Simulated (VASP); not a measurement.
# SiH6CO: single point with PBE+D3(BJ)

The system is SiH6CO.

```
O C H Si
1.0
     8.41883    0.00000    0.00000
     0.00000    8.41883    0.00000
     0.00000    0.00000    8.41883
O C H Si
3 3 18 3
Direct
  0.32298 0.55740 0.08942
  0.74117 0.17399 0.82096
  0.69246 0.65739 0.90564
  0.36846 0.69297 0.10947
  0.79112 0.14567 0.69001
  0.71017 0.52188 0.85838
  0.28861 0.80240 0.10996
  0.49583 0.71985 0.12346
  0.82669 0.24471 0.60720
  0.78696 0.02114 0.64913
  0.83553 0.47347 0.83275
  0.61202 0.43409 0.85392
  0.23424 0.23616 0.50889
  0.09478 0.01240 0.50209
  0.36735 0.98399 0.44593
  0.30320 0.02657 0.69966
  0.94841 0.57198 0.21978
  0.73719 0.73748 0.36644
  0.78750 0.47770 0.40594
  0.00848 0.65179 0.49393
  0.05112 0.94611 0.24052
  0.03842 0.13938 0.03468
  0.88056 0.87321 0.03375
  0.80246 0.09810 0.17349
  0.24870 0.07192 0.54453
  0.87779 0.62192 0.38081
  0.94264 0.01333 0.11158
```

| Quantity | Value |
| --- | --- |
| Program | VASP 6.6.1 |
| Task | single point |
| Functional | PBE |
| Dispersion | D3(BJ) |
| Potentials or basis | VASP PAW PBE potentials, release 64 (O_h, C_h, H_h, Si) |
| Cutoff | 1000 eV |
| k mesh | 1 × 1 × 1 |
| Occupations | fermi-dirac, width 0.02 eV |
| Spin | no spin polarisation |
| Dipole correction | no |
| Further INCAR settings | LREAL = Auto; ALGO = Normal; EDIFF = 1e-06; NBANDS = 49 |

| Property | Result |
| --- | --- |
| Pressure | 0.3 GPa |
| Largest force | 1.717 eV/Å |
| Dispersion energy per atom | -0.029 eV |

Forces in eV/Å, atoms in the order of the input:
```
O   -0.159  0.537  0.111
O   -0.013  0.288  0.812
O   -0.076 -0.389 -0.415
C   -0.200  0.060 -0.235
C   -0.530  0.135 -0.437
C    1.002  0.205  0.685
H    0.054 -0.668  0.013
H    0.307  0.063  0.124
H    0.157 -0.426  0.060
H    0.399 -0.175 -0.506
H   -0.892  0.285 -0.066
H   -0.087  0.060 -0.210
H    0.292  1.459 -0.098
H   -1.025 -0.628  0.052
H   -0.011  0.246 -0.341
H    0.003  0.083  1.215
H   -0.118  0.691  0.504
H    0.915  0.047  0.094
H   -0.279 -0.892  0.777
H   -0.081  0.197  0.287
H   -0.401  0.281 -0.174
H    0.123 -0.168 -0.517
H   -0.026 -0.449 -0.871
H   -0.188  0.113  0.431
Si   0.776 -1.151 -0.710
Si  -0.414 -0.057 -1.665
Si   0.471  0.253  1.082
```

Stress tensor (GPa, compression positive):
```
-0.24  0.74 -0.06
 0.74  0.29  0.04
-0.06  0.04  0.79
```

Levels at points of the mesh, in eV from the Fermi level:
```csv
k point,band 28,band 29,band 30,band 31,band 32,band 33
"(0.00, 0.00, 0.00)",-1.08,-0.78,-0.50,2.49,2.82,2.98
```

It took 2 min on 1 thread of Intel(R) Xeon(R) Platinum 8488C (Sapphire Rapids) (shared host), peak memory 1.3 GiB.

Caveat: the k points lie up to 0.75 Å⁻¹ apart; the atoms stand as in a frame of molecular dynamics.
